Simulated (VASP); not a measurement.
Runs of VASP 6.6.1 on NaH. The structure is that of space group Fm-3m (No. 225), or close to it. The cells are those of the table. 

```tsv
task	cell	gap on the mesh (eV)	pressure (GPa)
electric field gradients	a = 3.416, b = 3.416, c = 3.451 Å, angles 59.7, 59.7, 60.7°, 2 atoms	3.82	-0.8
electric field gradients	a = 3.433, b = 3.433, c = 3.451 Å, angles 59.8, 59.8, 60.3°, 2 atoms	3.82	(b)
electric field gradients	a = 3.417 Å, angles 61.3°, 2 atoms	3.75	-1.2
electric field gradients	a = 3.468, b = 3.468, c = 3.451 Å, angles 60.2, 60.2, 59.7°, 2 atoms	3.79	-1.4
electric field gradients	a = 3.434 Å, angles 60.7°, 2 atoms	3.78	-1.2
electric field gradients	a = 3.485, b = 3.485, c = 3.520 Å, angles 59.7, 59.7, 60.7°, 2 atoms	3.72	-1.9
single point	a = 3.485, b = 3.485, c = 3.520 Å, angles 59.7, 59.7, 60.7°, 2 atoms	3.72	-1.9
electric field gradients	a = 3.486 Å, angles 58.7°, 2 atoms	3.63	-1.2
single point	a = 3.486 Å, angles 58.7°, 2 atoms	3.63	-1.2
single point	a = 3.434 Å, angles 60.7°, 2 atoms	3.78	-1.2
electric field gradients	a = 3.468 Å, angles 59.3°, 2 atoms	(a)	-1.2
```

Alike in all rows: level PBEsol; potentials or basis VASP PAW PBE potentials, release 64 (Na_pv, H); no spin polarisation; k mesh 9 × 9 × 9; cutoff (eV) 520; smearing fermi-dirac 0.03 eV.

**Question.** Estimate the missing entries.

**Answer.** (a) 3.73; (b) -1.0.

Caveats: the PAW data sets were made with another functional, which shifts forces and pressure a little.

A k mesh can miss the band edges.
